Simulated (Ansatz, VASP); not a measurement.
# VPt: VASP beside Ansatz

The input INCAR:

```
PREC = Accurate
ENCUT = 500
EDIFF = 1E-7
ISMEAR = 0
SIGMA = 0.1
LREAL = F
LASPH = T
NELM = 120
ALGO = Normal
ISIF = 3
LWAVE = F
LCHARG = F
GGA = CA
IBRION = 2
NSW = 70
EDIFFG = -0.005
GGA_COMPAT = F
NELMIN = 4
```

KPOINTS

```
regular mesh
0
Gamma
  16 16 12
```

File POSCAR:

```
VPt
1.0
    2.7028325393      0.0000000000      0.0000000000
    0.0000000000      2.7028325393      0.0000000000
    0.0000000000      0.0000000000      3.9088242338
V Pt
1 1
Direct
    0.5000000000      0.5000000000      0.5000000000
    0.0000000000      0.0000000000      0.0000000000
```

Input for Ansatz:

```yaml
crystal:
  lattice:
    - [2.7028325393, 0.0, 0.0]
    - [0.0, 2.7028325393, 0.0]
    - [0.0, 0.0, 3.9088242338]
  atoms:
    - { symbol: V, position: [0.5, 0.5, 0.5] }
    - { symbol: Pt, position: [0.0, 0.0, 0.0] }
basis:
  ecutwfc: 420
kpoints:
  mp_grid: { grid: [16, 16, 12] }
hamiltonian:
  xc: lda
scf:
  occupations: { method: gaussian, width: 0.1 }
output:
  forces: true
  stress: true
  eigenvalues: true
relax:
  adjacent_minimum: "off"
  f_tol: 0.005
  max_steps: 50
  cell: { stress_tol: 0.05 }
```

Alike in both runs: task relaxation of cell and atoms; functional LDA; k mesh 16 × 16 × 12; occupations gaussian, width 0.1 eV; no spin polarisation.

|  | VASP | Ansatz |
| --- | --- | --- |
| version | VASP 6.6.1 | Ansatz 0.2.0 |
| potentials or method | VASP PAW LDA potentials, release 64 (V_sv, Pt_sv_GW), cutoff 500 eV | scalar-relativistic, plane waves, PAW |
| valence electrons in the cell | 31 | 31 |

|  | VASP | Ansatz | Ansatz less VASP |
| --- | --- | --- | --- |
| gap on the k mesh at the Fermi level, each at its own relaxed structure (eV) | none | none | - |
| relaxed volume (Å³/atom) | 13.45 | 13.47 | +0.029 |
| relaxed cell length with the largest relative difference (Å) | 2.650 | 2.652 | +0.0020 |

LDA's correlation is that of Perdew and Zunger in VASP and of Perdew and Wang (1992) in Ansatz. A gap of «none» marks a metal or a gap that the smearing closes.

Spin-orbit coupling is off throughout.
